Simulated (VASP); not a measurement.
Runs of VASP 6.6.1 on ZnO. The structure is that of space group P6_3mc (No. 186), or close to it. The cells are those of the table. 

```csv
task,level,potentials or basis,cell,k mesh,cutoff (eV),second run,gap on the mesh (eV),pressure (GPa),largest force (eV/Å)
single point,r2SCAN,"VASP PAW PBE potentials, release 64 (Zn, O)","a = 3.384, b = 3.384, c = 4.950 Å, angles 90.0, 90.0, 120.0°, 4 atoms",9 × 9 × 6,520,-,(c),-6.0,0.27
single point,PBEsol,"VASP PAW PBE potentials, release 64 (Zn, O_h)","a = 3.230, b = 3.230, c = 5.214 Å, angles 90.0, 90.0, 120.0°, 4 atoms",12 × 12 × 6,910,hard_potentials,0.69,0.6,-
single point,PBEsol,"VASP PAW PBE potentials, release 64 (Zn, O)","a = 3.230, b = 3.230, c = 5.214 Å, angles 90.0, 90.0, 120.0°, 4 atoms",12 × 12 × 6,520,-,0.69,(b),-
single point,PBEsol,"VASP PAW PBE potentials, release 64 (Zn, O)","a = 3.097, b = 3.097, c = 5.273 Å, angles 90.0, 90.0, 120.0°, 4 atoms",9 × 9 × 6,520,-,0.86,13.9,1.49
single point,PBEsol,"VASP PAW PBE potentials, release 64 (Zn, O)","a = 3.307, b = 3.307, c = 5.141 Å, angles 90.0, 90.0, 120.0°, 4 atoms",9 × 9 × 6,520,-,0.68,-1.0,(a)
single point,PBEsol,"VASP PAW PBE potentials, release 64 (Zn, O)","a = 3.406, b = 3.406, c = 4.987 Å, angles 90.0, 90.0, 120.0°, 4 atoms",9 × 9 × 6,520,-,0.60,-3.7,1.46
relaxation of cell and atoms,PBEsol,"VASP PAW PBE potentials, release 64 (Zn, O)","relaxed from a = 3.249, b = 3.249, c = 5.204 Å, angles 90.0, 90.0, 120.0°, 4 atoms",12 × 12 × 6,600,-,0.68,0.0,-
```

Alike in all rows: no spin polarisation; smearing gaussian 0.02 eV.

Fill in the values left out.

(a) 1.45; (b) 1.0; (c) 1.25.

Caveats: the PAW data sets were made with another functional, which shifts forces and pressure a little; the cutoff is under 1.25 times the usual one of these potentials, so pressure, stress and relaxed cells hold a basis-set (Pulay) error (some runs).

